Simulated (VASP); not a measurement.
A run of VASP 6.6.1 is set up as follows.

The input INCAR:

```
SYSTEM = K4ZrZn3F12
ALGO = Normal
EDIFF = 1E-6
ENCUT = 520
GGA = PS
ISIF = 2
ISMEAR = 1
LASPH = .True.
LCHARG = .False.
LREAL = Auto
LWAVE = .False.
NBANDS = 100
NELECT = 166.0
NELM = 100
PREC = Accurate
SIGMA = 0.05
```

File KPOINTS:

```
Automatic mesh
0
Gamma
  2 2 2
  0.5 0.5 0.5
```

POSCAR

```
K4ZrZn3F12
1.0
    8.1045260000      0.0000000000      0.0000000000
    0.0000000000      8.1045260000      0.0000000000
    0.0000000000      0.0000000000      4.0522630000
K Zr Zn F
4 1 3 12
Direct
    0.0137490000      0.0037430000      0.9895380000
    0.9988970000      0.4962860000      0.9982680000
    0.4974830000      0.9882820000      0.0270820000
    0.5081070000      0.5009330000      0.0000120000
    0.2593260000      0.2529170000      0.5087850000
    0.2512410000      0.7614510000      0.5041430000
    0.7529440000      0.2454690000      0.5087050000
    0.7569770000      0.7504330000      0.5158540000
    0.2481380000      0.2541930000      0.9958050000
    0.2464770000      0.7491920000      0.9952850000
    0.7595450000      0.2464110000      0.0263420000
    0.7593740000      0.7412070000      0.9988650000
    0.9916040000      0.2551570000      0.5489200000
    0.9913490000      0.7552400000      0.5154680000
    0.4902370000      0.2553070000      0.5043540000
    0.4952810000      0.7451960000      0.4860540000
    0.2528750000      0.9913660000      0.5186540000
    0.2445210000      0.5022800000      0.5184410000
    0.7492910000      0.9981040000      0.5090300000
    0.7489120000      0.5026090000      0.5101020000
```

Potentials or basis: VASP PAW PBE potentials, release 64 (K_sv, Zr_sv, Zn, F).

Command:

```bash
$ cat potpaw_PBE.64/K_sv/POTCAR potpaw_PBE.64/Zr_sv/POTCAR potpaw_PBE.64/Zn/POTCAR potpaw_PBE.64/F/POTCAR > POTCAR
$ mpirun -np 1 vasp_std > vasp.out
```

**Question.** Predict the largest force.

**Answer.** 3.907 eV/Å.

Forces in eV/Å, atoms in the order of the input:
```
K   -1.354 -1.117  0.212
K   -1.040  1.105  0.160
K    1.195 -1.000 -0.152
K    1.003  1.182  0.062
Zr  -3.819  0.232 -0.790
Zn  -0.478 -1.896 -0.289
Zn  -0.104  0.216  0.360
Zn  -0.838 -0.110 -0.522
F    0.280 -0.149  1.225
F    0.031  0.043  0.435
F   -0.368  0.014 -0.586
F   -0.289  0.124  0.606
F    3.134 -0.172 -0.388
F    1.971  0.061 -0.173
F    1.122 -0.096  0.032
F   -0.169  0.064  0.082
F    0.061  3.701 -0.142
F    0.159 -1.844 -0.188
F   -0.287  0.868  0.053
F   -0.210 -1.226  0.003
```

Caveat: the k points lie up to 0.78 Å⁻¹ apart; the cell carries a net charge on a neutralising background, which shifts energy and pressure; the PAW data sets were made with another functional, which shifts forces and pressure a little.
